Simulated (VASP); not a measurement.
## ZrS2: single point with PBE+D3(BJ)

**The experiment to reproduce.**

From “Stress-Tuned Optical Transitions in Layered 1T-MX2 (M= Hf, Zr, Sn; X= S, Se) Crystals”, 2022, arxiv:2210.12074, for a bulk crystal of ZrS2: band gap 1.68 eV (indirect).

Crystal: ZrS2.

```
CELL_PARAMETERS angstrom
3.63502 0.00000 0.00000
-1.81751 3.14802 0.00000
0.00000 0.00000 5.72275
ATOMIC_POSITIONS crystal
Zr 0.00000 0.00000 0.00000
S 0.33333 0.66667 0.25525
S 0.66667 0.33333 0.74475
```

```
Program             : VASP 6.6.1
Task                : single point
Functional          : PBE
Dispersion          : D3(BJ)
Potentials or basis : VASP PAW PBE potentials, release 64 (Zr_sv, S)
Cutoff              : 520 eV
k mesh              : 12 × 12 × 6
Occupations         : gaussian, width 0.02 eV
Spin                : no spin polarisation
```

```json
{"Pressure": "-0.1 GPa", "Largest force": "0.004 eV/Å", "Band gap on the k mesh": "0.67 eV, indirect (least direct gap 1.42 eV)", "Dispersion energy per atom": "-0.363 eV"}
```

Forces in eV/Å, atoms in the order of the input:
```
Zr   0.000  0.000  0.000
S    0.000  0.000  0.004
S    0.000  0.000 -0.004
```

Levels at points of the mesh, in eV from the valence-band top:
| k point | band 9 | band 10 | band 11 | band 12 | band 13 | band 14 | band 15 | band 16 |
| --- | --- | --- | --- | --- | --- | --- | --- | --- |
| (0.00, 0.00, 0.00) | -2.96 | -0.24 | -0.24 | 0.00 | 1.42 | 1.42 | 2.12 | 4.64 |
| (0.50, 0.00, 0.00) | -2.75 | -2.64 | -2.17 | -1.46 | 0.86 | 3.20 | 3.54 | 5.66 |
| (0.00, 0.00, 0.50) | -2.90 | -2.14 | -0.44 | -0.44 | 1.37 | 1.37 | 2.52 | 5.17 |
| (0.50, 0.00, 0.50) | -2.87 | -2.52 | -1.07 | -0.86 | 0.67 | 3.19 | 3.53 | 4.99 |

Wall time 76 s on 1 thread of AMD EPYC 9R45 96-Core Processor (Zen 5) (shared host), peak memory 0.24 GiB.

A measured gap of ZrS2 is 1.68 eV (indirect; quoted in “Stress-Tuned Optical Transitions in Layered 1T-MX2 (M= Hf, Zr, Sn; X= S, Se) Crystals”, 2022, arxiv:2210.12074); the calculated 0.67 eV misses it by -1.01 eV. So large a miss can be the level of theory's own, or it may mean another phase, state or a wrong row. Spin-orbit coupling on Zr is left out. The value is that of PBE+D3(BJ) on a finite k mesh, which can miss the band edges, without temperature or zero-point motion. Semilocal functionals fall short of measured gaps as a rule.
